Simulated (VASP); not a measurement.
# SiGe (P6_3mc) in VASP: a series of runs

SiGe is run at these levels: r2SCAN; tasks: single point.

Program: VASP 6.6.1. These are calculated values, not measurements. Logs are shortened: lines on timing, memory, paths and dates and some standing lists are left out, and cuts for length are marked.

**1. The cell of the first run**

The structure is hexagonal, space group P6_3mc (No. 186). Conventional cell: a = 3.904 Å, b = 3.904 Å, c = 6.454 Å, α = 90.00°, β = 90.00°, γ = 120.00°. Si (site symmetry 3m) has 4 Ge at 2.26 to 2.45 Å within 3.0 Å. Within 3.0 Å of Ge (site symmetry 3m) lie 4 Si at 2.26 to 2.45 Å.

**2. Single point, r2SCAN (all Ge atoms moved +0.150 Å, as atom 3 along Cartesian [0 0 1])**

The input, POSCAR:

```
SiGe
1.0
    3.9043776430      0.0000000000      0.0000000000
   -1.9521888215      3.3812902248      0.0000000000
    0.0000000000      0.0000000000      6.4536796672
Si Ge
2 2
Direct
    0.6666666667      0.3333333333      0.8744661518
    0.3333333333      0.6666666667      0.3744661518
    0.6666666667      0.3333333333      0.5237754025
    0.3333333333      0.6666666667      0.0237754025
```

The input, INCAR.step1:

```
ALGO = Normal ; EDIFF = 1E-4
ENCUT = 520 ; GGA = PE
ISMEAR = 0 ; LASPH = True
LCHARG = False ; LREAL = False
LWAVE = True ; NBANDS = 26
NELM = 60 ; PREC = Accurate
SIGMA = 0.05
```

The input, INCAR.step2:

```
ALGO = Normal ; EDIFF = 1E-7
ENCUT = 520 ; ISIF = 2
ISMEAR = 0 ; ISTART = 1
LASPH = True ; LCHARG = True
LELF = True ; LMIXTAU = True
LREAL = False ; LVHAR = True
LWAVE = False ; METAGGA = R2SCAN
NBANDS = 26 ; NELM = 60
PREC = Accurate ; SIGMA = 0.05
```

The input, KPOINTS:

```
k-points
0
Gamma
  12 12 4
```

Potentials or basis: VASP PAW PBE potentials, release 64 (Si, Ge_d).

Run with:

```bash
$ cat potpaw_PBE.64/Si/POTCAR potpaw_PBE.64/Ge_d/POTCAR > POTCAR
$ cp INCAR.step1 INCAR
$ mpirun -np 1 vasp_std > vasp.out
$ cp INCAR.step2 INCAR
$ mpirun -np 1 vasp_std > vasp.out
```

OUTCAR:

```text
EDIFF = 1E-7
   ENCUT = 520
   ISIF = 2
   ISMEAR = 0
   ISTART = 1
   LASPH = True
   LREAL = False
   METAGGA = R2SCAN
   NELM = 60
   PREC = Accurate

 ion  position               nearest neighbor table
   1  0.667  0.333  0.874-   3 2.26   4 2.45   4 2.45   4 2.45
   2  0.333  0.667  0.374-   4 2.26   3 2.45   3 2.45   3 2.45
   3  0.667  0.333  0.524-   1 2.26   2 2.45   2 2.45   2 2.45
   4  0.333  0.667  0.024-   2 2.26   1 2.45   1 2.45   1 2.45

  LATTYP: Found a hexagonal cell.
 ALAT       =     3.9043776430
 C/A-ratio  =     1.6529342849

  Lattice vectors:

 A1 = (   3.9043776430,   0.0000000000,   0.0000000000)
 A2 = (  -1.9521888215,   3.3812902248,   0.0000000000)
 A3 = (   0.0000000000,   0.0000000000,   6.4536796672)

Analysis of symmetry for initial positions (statically):
=====================================================================
 Subroutine PRICEL returns:
 Original cell was already a primitive cell.

 Routine SETGRP: Setting up the symmetry group for a
 hexagonal supercell.

 Subroutine GETGRP returns: Found 12 space group operations
 (whereof  6 operations were pure point group operations)
 out of a pool of 24 trial point group operations.

The static configuration has the point symmetry C_3v.
 The point group associated with its full space group is C_6v.

Analysis of symmetry for dynamics (positions and initial velocities):
=====================================================================
 Subroutine PRICEL returns:
 Original cell was already a primitive cell.

 Routine SETGRP: Setting up the symmetry group for a
 hexagonal supercell.

 Subroutine GETGRP returns: Found 12 space group operations
 (whereof  6 operations were pure point group operations)
 out of a pool of 24 trial point group operations.

The dynamic configuration has the point symmetry C_3v.
 The point group associated with its full space group is C_6v.

 Subroutine INISYM returns: Found 12 space group operations
 (whereof  6 operations are pure point group operations),
 and found     1 'primitive' translations

----------------------------------------------------------------------------------------

                                     Primitive cell

  volume of cell :      85.2004

  direct lattice vectors                    reciprocal lattice vectors
[... 90 lines left out ...]
   NELM   =     60;   NELMIN=  2; NELMDL=  0     # of ELM steps
   EDIFF  = 0.1E-06   stopping-criterion for ELM
   LREAL  =      F    real-space projection
   EDIFFG = 0.1E-05   stopping-criterion for IOM
   NSW    =      0    number of steps for IOM
   IBRION =     -1    ionic relax: 0-MD 1-quasi-New 2-CG
   NFREE  =      0    steps in history (QN), initial steepest desc. (CG)
   ISIF   =      2    stress and relaxation
   ISYM   =      2    0-nonsym 1-usesym 2-fastsym
   POTIM  = 0.5000    time-step for ionic-motion
   TEBEG  =    0.0;   TEEND  =   0.0 temperature during run
   PSTRESS=    0.0 pullay stress
   NELECT =      36.0000    total number of electrons
   NUPDOWN=      -1.0000    fix difference up-down
   EMIN   =  10.00;   EMAX   =-10.00  energy-range for DOS
   EFERMI =   0.00;   METHOD = LEGACY
   ISMEAR =     0;   SIGMA  =   0.05  broadening in eV -4-tet -1-fermi 0-gaus
   EFERMI_NEDOS =   21; number of points for ismear=-14 and -15
   IALGO  =     38    algorithm
   IMIX   =      4    mixing-type and parameters
     AMIX     =   0.40;   BMIX     =  1.00
     AMIX_MAG =   1.60;   BMIX_MAG =  1.00
  volume/ion in A,a.u.               =      21.30       143.74
  Fermi-wavevector in a.u.,A,eV,Ry     =   1.228462  2.321457 20.532813  1.509119
  Thomas-Fermi vector in A             =   2.363387
   LORBIT       =      0    0 simple, 1 ext, 2 COOP (PROOUT), +10 PAW based schemes
   METAGGA = R2SCAN    functional components
   LHFCALC =     F    Hartree Fock is set to
   AEXX    =    0.0000 exact exchange contribution
   IVDW    =     0    specifies the selected vdW correction
   LEPSILON=     F    determine dielectric tensor
   LRPA    =     F    only Hartree local field effects (RPA)
 non-spin polarized calculation
 Gauss-broadening in eV      SIGMA  =   0.05
  energy-cutoff  :      520.00
  volume of cell :       85.20
 maximum number of plane-waves:      2316
 NGX is ok and might be reduce to    30
   NGX = 15   NGY = 15   NGZ = 23

 number of electron      35.9999993 magnetization

 Free energy of the ion-electron system (eV)
  ---------------------------------------------------
  ext. energy  EPLUGINS =         0.00000000
  ---------------------------------------------------
  free energy    TOTEN  =       -44.84955300 eV

  energy without entropy =      -44.84954741  energy(sigma->0) =      -44.84955020

 E-fermi :   6.0367     XC(G=0): -10.3799

 val. band max:        5.9413109614   @ k =   0.0000   0.0000   0.0000
 cond. band min:       6.1515142031   @ k =   0.3333  -0.0000   0.2500
 fundamental gap:      0.2102032417
 Fermi energy:         6.0366602052

 k-point     1 :       0.0000    0.0000    0.0000
  band No.  band energies     occupation
      1     -19.8001      2.00000
      2     -19.7987      2.00000
      3     -19.7742      2.00000
      4     -19.7742      2.00000
      5     -19.7693      2.00000
      6     -19.7693      2.00000
[... 685 lines left out ...]
     25      12.9331      0.00000
     26      13.3649      0.00000

 [... further k-points ...]

------------------------ aborting loop because EDIFF is reached ----------------------------------------

  FORCE on cell =-STRESS in cart. coord.  units (eV):
  Direction    XX          YY          ZZ          XY          YZ          ZX
  --------------------------------------------------------------------------------------
  -------------------------------------------------------------------------------------
  Total       -1.4832847     -1.4832847      3.8278335      0.0000000     -0.0000000     -0.0000000
  in kB      -27.8928836    -27.8928836     71.9816756      0.0000000     -0.0000000     -0.0000000
  external PRESSURE =       5.3986361 kB  Pullay stress =       0.0000000 kB

 VOLUME and BASIS-vectors are now :
 -----------------------------------------------------------------------------
  energy-cutoff  :      520.00
  volume of cell :       85.20
      direct lattice vectors                 reciprocal lattice vectors
     3.904377643  0.000000000  0.000000000     0.256122766  0.147872548  0.000000000
    -1.952188822  3.381290225  0.000000000     0.000000000  0.295745095  0.000000000
     0.000000000  0.000000000  6.453679667     0.000000000  0.000000000  0.154950362

 POSITION                                       TOTAL-FORCE (eV/Angst)
 -----------------------------------------------------------------------------------
      1.95219      1.12710      5.64352         0.000000      0.000000      2.315690
     -0.00000      2.25419      2.41668         0.000000     -0.000000      2.315690
      1.95219      1.12710      3.38028        -0.000000     -0.000000     -2.315690
     -0.00000      2.25419      0.15344         0.000000      0.000000     -2.315690
 -----------------------------------------------------------------------------------
    total drift:                               -0.000000     -0.000001      0.003516

  FREE ENERGIE OF THE ION-ELECTRON SYSTEM (eV)
  ---------------------------------------------------
  free  energy   TOTEN  =       -44.8495529988 eV

  energy  without entropy=      -44.8495474061  energy(sigma->0) =      -44.84955020
```

OSZICAR.step1:

```text
N       E                     dE             d eps       ncg     rms          rms(c)
DAV:   1     0.264701499146E+03    0.26470E+03   -0.17668E+04  3454   0.296E+03
DAV:   2     0.230051002476E+02   -0.24170E+03   -0.23296E+03  2980   0.636E+02
DAV:   3    -0.180114211260E+02   -0.41017E+02   -0.40548E+02  3660   0.154E+02
DAV:   4    -0.196305754876E+02   -0.16192E+01   -0.16165E+01  3484   0.341E+01
DAV:   5    -0.196650272692E+02   -0.34452E-01   -0.34444E-01  3680   0.553E+00    0.572E+00
DAV:   6    -0.194855671120E+02    0.17946E+00   -0.89077E-02  3352   0.203E+00    0.342E+00
DAV:   7    -0.193976973708E+02    0.87870E-01   -0.15975E-01  3362   0.246E+00    0.216E-01
DAV:   8    -0.194003644413E+02   -0.26671E-02   -0.16110E-02  3550   0.127E+00    0.110E-01
DAV:   9    -0.194009262693E+02   -0.56183E-03   -0.60309E-04  3028   0.206E-01    0.733E-02
DAV:  10    -0.194011111329E+02   -0.18486E-03   -0.16745E-04  2826   0.800E-02    0.190E-02
DAV:  11    -0.194011416216E+02   -0.30489E-04   -0.39915E-05  2186   0.554E-02
   1 F= -.19401142E+02 E0= -.19400946E+02  d E =-.391214E-03
```

It took 5 min on 1 thread of AMD EPYC 9R45 (Zen 5), shared host; peak memory 0.24 GiB.

What came out:

```
Free energy            : -44.8496 eV
Pressure               : 0.5 GPa
Largest force          : 2.316 eV/Å
Band gap on the k mesh : 0.21 eV (least direct gap 0.67 eV)
```

Forces in eV/Å, atoms in the order of the input:
```
Si   0.000  0.000  2.316
Si   0.000  0.000  2.316
Ge   0.000  0.000 -2.316
Ge   0.000  0.000 -2.316
```

Stress tensor (GPa, compression positive):
```
-2.79  0.00  0.00
 0.00 -2.79  0.00
 0.00  0.00  7.20
```

Levels at points of the mesh, in eV from the valence-band top:
| k point | band 15 | band 16 | band 17 | band 18 | band 19 | band 20 | band 21 | band 22 |
| --- | --- | --- | --- | --- | --- | --- | --- | --- |
| (0.00, 0.00, 0.00) | -2.00 | -1.62 | 0.00 | 0.00 | 0.67 | 1.47 | 1.50 | 1.50 |
| (0.50, 0.00, 0.00) | -5.72 | -4.02 | -3.65 | -1.63 | 0.39 | 2.00 | 2.42 | 2.43 |
| (0.00, 0.00, 0.50) | -1.29 | -1.29 | -1.29 | -1.29 | 1.49 | 1.49 | 2.94 | 2.94 |
| (0.50, 0.00, 0.50) | -3.48 | -3.48 | -2.89 | -2.89 | 0.29 | 0.29 | 1.95 | 1.95 |

Caveat: the cell differs from its parent crystal (all Ge atoms moved +0.150 Å, as atom 3 along Cartesian [0 0 1]); the PAW data sets were made with another functional, which shifts forces and pressure a little.

[end of part 1 of 2]
